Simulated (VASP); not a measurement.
# In (Pm-3m) in VASP: a series of runs

In is run at these levels: PBE; tasks: single point.

Program: VASP 6.6.1. These are calculated values, not measurements. Logs are shortened: lines on timing, memory, paths and dates and some standing lists are left out, and cuts for length are marked.

## (1) The cell of the first run

The structure is cubic, space group Pm-3m (No. 221). Conventional cell: a = 2.843 Å, b = 2.843 Å, c = 2.843 Å, α = 90.00°, β = 90.00°, γ = 90.00°. In (site symmetry m-3m) has 6 In at 2.84 Å within 3.7 Å.

## (2) Single point, PBE (volume scaled by 0.78)

The input, INCAR:

```
SYSTEM = In
  ALGO = Normal
  EDIFF = 1E-6
  ENCUT = 520
  GGA = PE
  ISIF = 2
  ISMEAR = -1
  LASPH = .True.
  LCHARG = .False.
  LREAL = .False.
  LWAVE = .False.
  NBANDS = 12
  NELM = 60
  PREC = Accurate
  SIGMA = 0.05
```

The input, KPOINTS:

```
k-points
0
Gamma
  12 12 12
  0 0 0
```

The input, POSCAR:

```
In
1.0
    2.8430408464      0.0000000000      0.0000000000
    0.0000000000      2.8430408464      0.0000000000
    0.0000000000      0.0000000000      2.8430408464
In
1
Direct
    0.0000000000      0.0000000000      0.0000000000
```

Potentials or basis: VASP PAW PBE potentials, release 64 (In_d).

Started as:

```
$ cat potpaw_PBE.64/In_d/POTCAR > POTCAR
$ mpirun -np 1 vasp_std > vasp.out
```

OUTCAR:

```text
SYSTEM = In
   EDIFF = 1E-6
   ENCUT = 520
   GGA = PE
   ISIF = 2
   ISMEAR = -1
   LASPH = .True.
   LREAL = .False.
   NELM = 60
   PREC = Accurate

 ion  position               nearest neighbor table
   1  0.000  0.000  0.000-

  LATTYP: Found a simple cubic cell.
 ALAT       =     2.8430408464

  Lattice vectors:

 A1 = (   2.8430408464,   0.0000000000,   0.0000000000)
 A2 = (   0.0000000000,   2.8430408464,   0.0000000000)
 A3 = (   0.0000000000,   0.0000000000,   2.8430408464)

Analysis of symmetry for initial positions (statically):
=====================================================================
 Subroutine PRICEL returns:
 Original cell was already a primitive cell.

 Routine SETGRP: Setting up the symmetry group for a
 simple cubic supercell.

 Subroutine GETGRP returns: Found 48 space group operations
 (whereof 48 operations were pure point group operations)
 out of a pool of 48 trial point group operations.

The static configuration has the point symmetry O_h .

Analysis of symmetry for dynamics (positions and initial velocities):
=====================================================================
 Subroutine PRICEL returns:
 Original cell was already a primitive cell.

 Routine SETGRP: Setting up the symmetry group for a
 simple cubic supercell.

 Subroutine GETGRP returns: Found 48 space group operations
 (whereof 48 operations were pure point group operations)
 out of a pool of 48 trial point group operations.

The dynamic configuration has the point symmetry O_h .

 Subroutine INISYM returns: Found 48 space group operations
 (whereof 48 operations are pure point group operations),
 and found     1 'primitive' translations

----------------------------------------------------------------------------------------

                                     Primitive cell

  volume of cell :      22.9800

  direct lattice vectors                    reciprocal lattice vectors
     2.843040846  0.000000000  0.000000000     0.351736065  0.000000000  0.000000000
     0.000000000  2.843040846  0.000000000     0.000000000  0.351736065  0.000000000
     0.000000000  0.000000000  2.843040846     0.000000000  0.000000000  0.351736065

  length of vectors
     2.843040846  2.843040846  2.843040846     0.351736065  0.351736065  0.351736065

  position of ions in fractional coordinates (direct lattice)
     0.000000000  0.000000000  0.000000000

  ion indices of the primitive-cell ions
   primitive index   ion index
                 1           1

----------------------------------------------------------------------------------------

 KPOINTS: k-points

Automatic generation of k-mesh.
 Grid dimensions read from file:
 generate k-points for:   12   12   12

 Generating k-lattice:

  Cartesian coordinates                     Fractional coordinates (reciprocal lattice)
     0.029311339  0.000000000  0.000000000     0.083333333  0.000000000  0.000000000
     0.000000000  0.029311339  0.000000000     0.000000000  0.083333333  0.000000000
     0.000000000  0.000000000  0.029311339     0.000000000  0.000000000  0.083333333

  Length of vectors
     0.029311339  0.029311339  0.029311339

  Shift w.r.t. Gamma in fractional coordinates (k-lattice)
     0.000000000  0.000000000  0.000000000

 Subroutine IBZKPT returns following result:
 ===========================================

 Found     84 irreducible k-points:

 Following reciprocal coordinates:
            Coordinates               Weight
  0.000000  0.000000  0.000000      1.000000
  0.083333  0.000000  0.000000      6.000000
  0.166667  0.000000  0.000000      6.000000
  0.250000  0.000000  0.000000      6.000000
  0.333333  0.000000  0.000000      6.000000
  0.416667  0.000000  0.000000      6.000000
[... 16 lines left out ...]
  0.333333  0.333333  0.000000     12.000000
  0.416667  0.333333  0.000000     24.000000
 [... further k-points ...]
   k-points           NKPTS =     84   k-points in BZ     NKDIM =     84   number of bands    NBANDS=     12
   number of dos      NEDOS =    301   number of ions     NIONS =      1
   total plane-waves  NPLWV =  13824
   dimension x,y,z NGX =    24 NGY =   24 NGZ =   24
   dimension x,y,z NGXF=    48 NGYF=   48 NGZF=   48
   ions per type =               1
   NGX,Y,Z   is equivalent  to a cutoff of  14.03, 14.03, 14.03 a.u.
   NGXF,Y,Z  is equivalent  to a cutoff of  28.07, 28.07, 28.07 a.u.
 SYSTEM =  In
   PREC   = accura    normal or accurate (medium, high low for compatibility)
   ISTART =      0    job   : 0-new  1-cont  2-samecut
   ICHARG =      2    charge: 1-file 2-atom 10-const
   ISPIN  =      1    spin polarized calculation?
   LNONCOLLINEAR =      F non collinear calculations
   LSORBIT =      F    spin-orbit coupling
   LASPH  =      T    aspherical Exc in radial PAW
   ENCUT  =  520.0 eV  38.22 Ry    6.18 a.u.   5.29  5.29  5.29*2*pi/ulx,y,z
   NELM   =     60;   NELMIN=  2; NELMDL= -5     # of ELM steps
   EDIFF  = 0.1E-05   stopping-criterion for ELM
   LREAL  =      F    real-space projection
   EDIFFG = 0.1E-04   stopping-criterion for IOM
   NSW    =      0    number of steps for IOM
   IBRION =     -1    ionic relax: 0-MD 1-quasi-New 2-CG
   NFREE  =      0    steps in history (QN), initial steepest desc. (CG)
   ISIF   =      2    stress and relaxation
   ISYM   =      2    0-nonsym 1-usesym 2-fastsym
   POTIM  = 0.5000    time-step for ionic-motion
   TEBEG  =    0.0;   TEEND  =   0.0 temperature during run
   PSTRESS=    0.0 pullay stress
   NELECT =      13.0000    total number of electrons
   NUPDOWN=      -1.0000    fix difference up-down
   EMIN   =  10.00;   EMAX   =-10.00  energy-range for DOS
   EFERMI =   0.00;   METHOD = LEGACY
   ISMEAR =    -1;   SIGMA  =   0.05  broadening in eV -4-tet -1-fermi 0-gaus
   EFERMI_NEDOS =   21; number of points for ismear=-14 and -15
   IALGO  =     38    algorithm
   IMIX   =      4    mixing-type and parameters
     AMIX     =   0.40;   BMIX     =  1.00
     AMIX_MAG =   1.60;   BMIX_MAG =  1.00
  volume/ion in A,a.u.               =      22.98       155.08
  Fermi-wavevector in a.u.,A,eV,Ry     =   1.353961  2.558615 24.942345  1.833211
  Thomas-Fermi vector in A             =   2.481173
   LORBIT       =      0    0 simple, 1 ext, 2 COOP (PROOUT), +10 PAW based schemes
   GGA     = PE    functional components
   LHFCALC =     F    Hartree Fock is set to
   AEXX    =    0.0000 exact exchange contribution
   IVDW    =     0    specifies the selected vdW correction
   LEPSILON=     F    determine dielectric tensor
   LRPA    =     F    only Hartree local field effects (RPA)
 non-spin polarized calculation
  energy-cutoff  :      520.00
  volume of cell :       22.98
 maximum number of plane-waves:       632
 NGX is ok and might be reduce to    24
   NGX = 11   NGY = 11   NGZ = 11

 number of electron      13.0000005 magnetization

 Free energy of the ion-electron system (eV)
  ---------------------------------------------------
  ext. energy  EPLUGINS =         0.00000000
  ---------------------------------------------------
  free energy    TOTEN  =        -2.22543500 eV

  energy without entropy =       -2.22174000  energy(sigma->0) =       -2.22358750

 E-fermi :   8.8316     XC(G=0): -10.8081

 val. band max:        8.7873812476   @ k =   0.3333   0.1667   0.0833
 cond. band min:       8.8672088984   @ k =   0.5000   0.4167   0.2500
 fundamental gap:      0.0798276508
 Fermi energy:         8.8316307485

 k-point     1 :       0.0000    0.0000    0.0000
  band No.  band energies     occupation
      1      -6.6141      2.00000
      2      -6.6141      2.00000
      3      -5.4122      2.00000
      4      -5.4122      2.00000
      5      -5.4122      2.00000
      6      -1.5767      2.00000
      7      17.2731      0.00000
      8      17.2731      0.00000
      9      17.2731      0.00000
     10      20.8632      0.00000
     11      20.8632      0.00000
     12      22.5487      0.00000

 k-point     2 :       0.0833    0.0000    0.0000
  band No.  band energies     occupation
      1      -6.6083      2.00000
      2      -6.5610      2.00000
      3      -5.4357      2.00000
      4      -5.4357      2.00000
      5      -5.4103      2.00000
      6      -1.4368      2.00000
      7      15.6537      0.00000
      8      17.4447      0.00000
      9      17.4447      0.00000
     10      20.9150      0.00000
     11      21.6591      0.00000
     12      23.5927      0.00000

 k-point     3 :       0.1667    0.0000    0.0000
  band No.  band energies     occupation
      1      -6.5926      2.00000
      2      -6.4181      2.00000
      3      -5.4993      2.00000
      4      -5.4993      2.00000
      5      -5.4049      2.00000
      6      -1.0101      2.00000
      7      13.0703      0.00000
      8      17.9457      0.00000
      9      17.9457      0.00000
     10      21.0705      0.00000
     11      22.0185      0.00000
     12      26.4635      0.00000

 k-point     4 :       0.2500    0.0000    0.0000
  band No.  band energies     occupation
      1      -6.5710      2.00000
      2      -6.2284      2.00000
      3      -5.5847      2.00000
      4      -5.5847      2.00000
      5      -5.3975      2.00000
      6      -0.2810      2.00000
      7      10.5065      0.00000
      8      18.7332      0.00000
      9      18.7332      0.00000
     10      21.3273      0.00000
     11      22.2747      0.00000
     12      27.8186      0.00000

 k-point     5 :       0.3333    0.0000    0.0000
  band No.  band energies     occupation
      1      -6.5494      2.00000
      2      -6.0453      2.00000
      3      -5.6687      2.00000
      4      -5.6687      2.00000
      5      -5.3902      2.00000
      6       0.7597      2.00000
      7       8.1095      2.00000
      8      19.7232      0.00000
      9      19.7232      0.00000
     10      21.6689      0.00000
     11      22.5463      0.00000
     12      26.4725      0.00000

 k-point     6 :       0.4167    0.0000    0.0000
  band No.  band energies     occupation
      1      -6.5334      2.00000
      2      -5.9155      2.00000
      3      -5.7293      2.00000
      4      -5.7293      2.00000
      5      -5.3848      2.00000
      6       2.0862      2.00000
      7       5.9564      2.00000
      8      20.7261      0.00000
      9      20.7261      0.00000
     10      22.0267      0.00000
     11      22.7863      0.00000
     12      25.4956      0.00000

 k-point     7 :       0.5000    0.0000    0.0000
  band No.  band energies     occupation
      1      -6.5276      2.00000
      2      -5.8690      2.00000
      3      -5.7513      2.00000
      4      -5.7513      2.00000
      5      -5.3828      2.00000
      6       3.2360      2.00000
      7       4.5294      2.00000
      8      21.2323      0.00000
      9      21.2323      0.00000
     10      22.2047      0.00000
     11      22.8890      0.00000
     12      25.1088      0.00000

 k-point     8 :       0.0833    0.0833    0.0000
  band No.  band energies     occupation
      1      -6.5794      2.00000
      2      -6.5303      2.00000
      3      -5.4607      2.00000
      4      -5.4354      2.00000
      5      -5.4319      2.00000
      6      -1.2968      2.00000
      7      15.6717      0.00000
      8      15.9452      0.00000
      9      17.6167      0.00000
     10      21.2995      0.00000
     11      22.7335      0.00000
     12      24.0441      0.00000
[... 166 lines left out ...]
 k-point    20 :       0.3333    0.2500    0.0000
  band No.  band energies     occupation
      1      -6.3342      2.00000
      2      -5.9373      2.00000
      3      -5.7387      2.00000
      4      -5.6471      2.00000
      5      -5.5549      2.00000
      6       1.9951      2.00000
      7       9.2396      0.00057
      8      12.8751      0.00000
      9      19.4911      0.00000
     10      21.2766      0.00000
     11      22.8723      0.00000
     12      27.1258      0.00000

 k-point    21 :       0.4167    0.2500    0.0000
  band No.  band energies     occupation
      1      -6.3084      2.00000
      2      -6.0179      2.00000
      3      -5.7058      2.00000
      4      -5.5908      2.00000
      5      -5.5479      2.00000
      6       3.2694      2.00000
      7       7.1664      2.00000
      8      13.9053      0.00000
      9      17.7389      0.00000
     10      22.3799      0.00000
     11      23.3511      0.00000
     12      26.2554      0.00000

 k-point    22 :       0.5000    0.2500    0.0000
  band No.  band energies     occupation
      1      -6.2996      2.00000
      2      -6.0472      2.00000
      3      -5.7272      2.00000
      4      -5.5453      2.00000
      5      -5.5364      2.00000
      6       4.3150      2.00000
      7       5.8451      2.00000
      8      14.6114      0.00000
      9      16.7965      0.00000
     10      22.9942      0.00000
     11      23.6027      0.00000
     12      25.8583      0.00000

 k-point    23 :       0.3333    0.3333    0.0000
  band No.  band energies     occupation
      1      -6.2762      2.00000
      2      -6.0627      2.00000
      3      -5.6407      2.00000
      4      -5.6309      2.00000
      5      -5.5356      2.00000
      6       2.9725      2.00000
      7       9.4623      0.00001
      8      11.1941      0.00000
      9      17.4674      0.00000
     10      22.3538      0.00000
     11      23.4249      0.00000
     12      26.6485      0.00000

 k-point    24 :       0.4167    0.3333    0.0000
  band No.  band energies     occupation
      1      -6.2431      2.00000
      2      -6.1518      2.00000
      3      -5.6941      2.00000
      4      -5.6276      2.00000
      5      -5.3776      2.00000
      6       4.2104      2.00000
      7       7.9518      2.00000
      8      11.6225      0.00000
      9      15.7694      0.00000
     10      23.5249      0.00000
     11      24.0110      0.00000
     12      26.0370      0.00000

 [... further k-points ...]
[... 5 lines left out ...]
  --------------------------------------------------------------------------------------
  -------------------------------------------------------------------------------------
  Total        2.1843404      2.1843404      2.1843404     -0.0000000     -0.0000000      0.0000000
  in kB      152.2935808    152.2935808    152.2935808     -0.0000000     -0.0000000      0.0000000
  external PRESSURE =     152.2935808 kB  Pullay stress =       0.0000000 kB

 VOLUME and BASIS-vectors are now :
 -----------------------------------------------------------------------------
  energy-cutoff  :      520.00
  volume of cell :       22.98
      direct lattice vectors                 reciprocal lattice vectors
     2.843040846  0.000000000  0.000000000     0.351736065  0.000000000  0.000000000
     0.000000000  2.843040846  0.000000000     0.000000000  0.351736065  0.000000000
     0.000000000  0.000000000  2.843040846     0.000000000  0.000000000  0.351736065

 POSITION                                       TOTAL-FORCE (eV/Angst)
 -----------------------------------------------------------------------------------
      0.00000      0.00000      0.00000         0.000000      0.000000      0.000000
 -----------------------------------------------------------------------------------
    total drift:                                0.000000     -0.000000      0.000000

  FREE ENERGIE OF THE ION-ELECTRON SYSTEM (eV)
  ---------------------------------------------------
  free  energy   TOTEN  =        -2.2254350027 eV

  energy  without entropy=       -2.2217399984  energy(sigma->0) =       -2.22358750
```

It took 6.3 s on 1 thread of Intel Xeon 6975P-C (Granite Rapids), shared host; peak memory 0.14 GiB.

Results:

```
Free energy : -2.2254 eV
Pressure    : 15.2 GPa
```

Levels at points of the mesh, in eV from the Fermi level:
| k point | band 3 | band 4 | band 5 | band 6 | band 7 | band 8 | band 9 | band 10 |
| --- | --- | --- | --- | --- | --- | --- | --- | --- |
| (0.00, 0.00, 0.00) | -14.24 | -14.24 | -14.24 | -10.41 | 8.44 | 8.44 | 8.44 | 12.03 |
| (0.50, 0.00, 0.00) | -14.58 | -14.58 | -14.21 | -5.60 | -4.30 | 12.40 | 12.40 | 13.37 |
| (0.50, 0.50, 0.00) | -14.53 | -14.53 | -13.91 | -0.89 | -0.89 | -0.67 | 4.07 | 16.62 |
| (0.50, 0.50, 0.50) | -15.04 | -13.89 | -13.89 | 2.54 | 2.54 | 2.54 | 5.40 | 7.48 |

Caveat: spin-orbit coupling is left out, which moves the levels of the heavy elements.

## (3) Single point, PBE (volume scaled by 0.78)

The input, INCAR:

```
PREC = Accurate ; ENCUT = 520
EDIFF = 1E-7 ; ISMEAR = -1
SIGMA = 0.05 ; LREAL = F
LASPH = T ; NELM = 100
ALGO = Normal ; ISIF = 2
LWAVE = F ; LCHARG = F
GGA = PE ; NBANDS = 12
```

The input, KPOINTS:

```
regular mesh
0
Gamma
  12 12 12
```

POSCAR is that of step 2.

Potentials or basis: VASP PAW PBE potentials, release 64 (In_d).

Started as:

```
$ cat potpaw_PBE.64/In_d/POTCAR > POTCAR
$ mpirun -np 1 vasp_std > vasp.out
```

Wall time 7.2 s (1 thread of Intel Xeon 6975P-C (Granite Rapids), shared host); peak memory 0.15 GiB.

The run converged. Its results:

| Property | Result |
| --- | --- |
| Free energy | -2.2254 eV |
| Pressure | 15.3 GPa |

Levels at points of the mesh, in eV from the Fermi level:
```csv
k point,band 4,band 5,band 6,band 7,band 8,band 9
"(0.00, 0.00, 0.00)",-14.24,-14.24,-10.41,8.44,8.44,8.44
"(0.50, 0.00, 0.00)",-14.58,-14.21,-5.60,-4.30,12.40,12.40
"(0.50, 0.50, 0.00)",-14.53,-13.91,-0.89,-0.89,-0.67,4.07
"(0.50, 0.50, 0.50)",-13.89,-13.89,2.54,2.54,2.54,5.40
```

Caveat: spin-orbit coupling is left out, which moves the levels of the heavy elements.

## (4) Single point, PBE (volume scaled by 0.88)

The input, INCAR:

```
ALGO = Normal
EDIFF = 1E-6
ENCUT = 520
GGA = PE
ISIF = 2
ISMEAR = -1
LASPH = True
LCHARG = True
LELF = True
LREAL = False
LVHAR = True
LWAVE = False
NBANDS = 12
NELM = 60
PREC = Accurate
SIGMA = 0.05
```

The input, KPOINTS:

```
k-points
0
Gamma
  12 12 12
```

The input, POSCAR:

```
In
1.0
    2.9596870286      0.0000000000      0.0000000000
    0.0000000000      2.9596870286      0.0000000000
    0.0000000000      0.0000000000      2.9596870286
In
1
Direct
    0.0000000000      0.0000000000      0.0000000000
```

Started as:

```
$ cat potpaw_PBE.64/In_d/POTCAR > POTCAR
$ mpirun -np 1 vasp_std > vasp.out
```

Run time: 6.8 s. Hardware: 1 thread of Intel Xeon 6975P-C (Granite Rapids), shared host; peak memory 0.15 GiB.

Results (log left out):

```yaml
Free_energy: -2.4108 eV
Pressure: 5.7 GPa
```

Levels at points of the mesh, in eV from the Fermi level:
| k point | band 3 | band 4 | band 5 | band 6 | band 7 | band 8 | band 9 | band 10 |
| --- | --- | --- | --- | --- | --- | --- | --- | --- |
| (0.00, 0.00, 0.00) | -14.22 | -14.22 | -14.22 | -9.57 | 7.80 | 7.80 | 7.80 | 11.14 |
| (0.50, 0.00, 0.00) | -14.47 | -14.47 | -14.20 | -5.47 | -3.74 | 11.23 | 11.23 | 13.03 |
| (0.50, 0.50, 0.00) | -14.44 | -14.44 | -13.97 | -1.22 | -0.71 | -0.71 | 3.98 | 15.39 |
| (0.50, 0.50, 0.50) | -14.80 | -13.95 | -13.95 | 2.30 | 2.30 | 2.30 | 3.88 | 7.51 |

Caveat: spin-orbit coupling is left out, which moves the levels of the heavy elements.

## (5) Single point, PBE (volume scaled by 0.88)

The input, INCAR:

```
SYSTEM = In
  ALGO = Normal
  EDIFF = 1E-7
  ENCUT = 520
  GGA = PE
  ISIF = 2
  ISMEAR = -1
  LASPH = .True.
  LCHARG = .False.
  LREAL = .False.
  LWAVE = .False.
  NBANDS = 12
  NELM = 100
  PREC = Accurate
  SIGMA = 0.05
```

The input, KPOINTS:

```
k-points
0
Gamma
  12 12 12
  0 0 0
```

POSCAR is that of step 4.

Started as:

```
$ cat potpaw_PBE.64/In_d/POTCAR > POTCAR
$ mpirun -np 1 vasp_std > vasp.out
```

It took 7.5 s on 1 thread of Intel Xeon 6975P-C (Granite Rapids), shared host; peak memory 0.15 GiB.

It converged, with:

* Free energy: -2.4108 eV
* Pressure: 5.7 GPa

Levels at points of the mesh, in eV from the Fermi level:
```tsv
k point	band 2	band 3	band 4	band 5	band 6	band 7	band 8	band 9	band 10	band 11
(0.00, 0.00, 0.00)	-15.12	-14.22	-14.22	-14.22	-9.57	7.80	7.80	7.80	11.14	11.14
(0.50, 0.00, 0.00)	-14.53	-14.47	-14.47	-14.20	-5.47	-3.74	11.23	11.23	13.03	13.35
(0.50, 0.50, 0.00)	-14.78	-14.44	-14.44	-13.97	-1.22	-0.71	-0.71	3.98	15.39	15.90
(0.50, 0.50, 0.50)	-14.80	-14.80	-13.95	-13.95	2.30	2.30	2.30	3.88	7.51	7.53
```

Caveat: spin-orbit coupling is left out, which moves the levels of the heavy elements.
